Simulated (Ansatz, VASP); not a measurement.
# Ga: VASP beside Ansatz

The input INCAR:

```
PREC = Accurate ; ENCUT = 520
EDIFF = 1E-6 ; ISMEAR = -1
SIGMA = 0.1 ; LREAL = F
LASPH = T ; NELM = 60
ALGO = Normal ; ISIF = 2
LWAVE = F ; LCHARG = T
GGA = PS ; LELF = T
LVHAR = T ; NBANDS = 20
```

The input KPOINTS:

```
Automatic mesh
0
Gamma
  11 11 11
```

The input POSCAR:

```
Ga
1.0
    0.0000000000      2.7998281580      2.7998281580
    2.7998281580      0.0000000000      2.7998281580
    2.7998281580      2.7998281580      0.0000000000
Ga
2
Direct
    0.1250000000      0.1250000000      0.1250000000
    0.8750000000      0.8750000000      0.8750000000
```

Input for Ansatz:

```yaml
crystal:
  lattice:
    - [0.0, 2.799828158, 2.799828158]
    - [2.799828158, 0.0, 2.799828158]
    - [2.799828158, 2.799828158, 0.0]
  atoms:
    - { symbol: Ga, position: [0.125, 0.125, 0.125] }
    - { symbol: Ga, position: [0.875, 0.875, 0.875] }
hamiltonian:
  xc: pbesol
  pseudopotentials:
    kind: paw
    azcp:
      Ga: "pseudopotentials/Ga.paw.azcp"
basis:
  ecutwfc: 420
  fft_grid_basis: typed
kpoints:
  mp_grid: { grid: [11, 11, 11], shift: [0, 0, 0] }
magnetization:
  spin_polarized: false
scf:
  occupations: { method: fermi_dirac, width: 0.1 }
  lower_state_search: "off"
output:
  stress: true
```

Alike in both runs: task single point; functional PBEsol; k mesh 11 × 11 × 11; occupations fermi-dirac, width 0.1 eV; no spin polarisation.

|  | VASP | Ansatz |
| --- | --- | --- |
| version | VASP 6.6.1 | Ansatz 0.2.0 |
| potentials or method | VASP PAW PBE potentials, release 64 (Ga_d), cutoff 520 eV | plane waves (420 eV) with PAW, scalar-relativistic |
| valence electrons in the cell | 26 | 26 |

|  | VASP | Ansatz | Ansatz less VASP |
| --- | --- | --- | --- |
| pressure (GPa) | 4.5 | 4.4 | -0.09 |

VASP's potentials were made for PBE, not for PBEsol, and Ansatz warns of the same on its side. With one functional, cell and mesh, what is left measures potentials, basis and numerics.
